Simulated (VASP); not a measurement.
Write the native input for VASP 6.6.1 that does the following.

| Item | Value |
| --- | --- |
| Task | single point |
| Functional | PBE |
| Potentials or basis | VASP PAW PBE potentials, release 64 (Ba_sv, S) |
| Cutoff | 520 eV |
| k mesh | 6 × 6 × 6 |
| Occupations | gaussian, width 0.01 eV |
| Spin | no spin polarisation |
| Dipole correction | no |
| Further INCAR settings | ALGO = Normal; EDIFF = 1e-07; NBANDS = 15 |

The structure of BaS lies in POSCAR:

```
BaS
1.0
    3.8414027813      0.0000000000      0.0000000000
    0.0000000000      3.8414027813      0.0000000000
    0.0000000000      0.0000000000      3.8414027813
Ba S
1 1
Direct
    0.0000000000      0.0000000000      0.0000000000
    0.5000000000      0.5000000000      0.5000000000
```

These files were run (other wordings do the same):

INCAR

```
PREC     = Accurate       # precision mode
ENCUT    = 520            # plane-wave cutoff, eV
EDIFF    = 1E-7           # SCF threshold, eV
ISMEAR   = 0              # smearing method
SIGMA    = 0.01           # smearing width, eV
LREAL    = F              # projectors in reciprocal space
LASPH    = T              # aspherical terms in the spheres
NELM     = 100            # most SCF steps
ALGO     = Normal         # electronic algorithm
ISIF     = 2              # what is computed and relaxed
LWAVE    = F              # write WAVECAR
LCHARG   = T              # write CHGCAR
GGA      = PE             # functional
LELF     = T              # ELF
LVHAR    = T            
NBANDS   = 15             # bands
```

KPOINTS

```
regular mesh
0
Gamma
  6 6 6
```

Potentials or basis: VASP PAW PBE potentials, release 64 (Ba_sv, S).

Command:

```bash
$ cat potpaw_PBE.64/Ba_sv/POTCAR potpaw_PBE.64/S/POTCAR > POTCAR
$ mpirun -np 1 vasp_std > vasp.out
```

Results of the run:

```json
{
  "Pressure": "0.9 GPa",
  "Band gap on the k mesh": "1.45 eV, indirect (least direct gap 1.56 eV)"
}
```

Caveat: spin-orbit coupling is left out, which moves the levels of the heavy elements.

Wall time 24 s on 1 thread of Intel Xeon 8259CL, with other jobs on the host, peak memory 0.17 GiB.
